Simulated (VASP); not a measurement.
Runs of VASP 6.6.1 on CdS. The structure is that of space group P-6m2 (No. 187), or close to it. The cells are those of the table. 

```csv
cell,gap on the mesh (eV),pressure (GPa),largest force (eV/Å)
"a = 4.317, b = 4.317, c = 5.881 Å, angles 90.0, 90.0, 120.0°, 2 atoms",(b),(a),0.02
"a = 4.204, b = 4.204, c = 5.726 Å, angles 90.0, 90.0, 120.0°, 2 atoms",1.49,-0.1,-
"a = 4.372, b = 4.372, c = 5.955 Å, angles 90.0, 90.0, 120.0°, 2 atoms",1.13,-2.9,0.03
"a = 4.144, b = 4.144, c = 5.645 Å, angles 90.0, 90.0, 120.0°, 2 atoms",1.56,1.3,0.01
```

Alike in all rows: task single point; level PBEsol; potentials or basis VASP PAW PBE potentials, release 64 (Cd, S); no spin polarisation; k mesh 6 × 6 × 4; cutoff (eV) 520; smearing gaussian 0.01 eV.

Question: Fill in the values left out.

Answer: (a) -2.2; (b) 1.28.

Caveats: the PAW data sets were made with another functional, which shifts forces and pressure a little.

A k mesh can miss the band edges, and the runs leave out spin-orbit coupling on Cd.
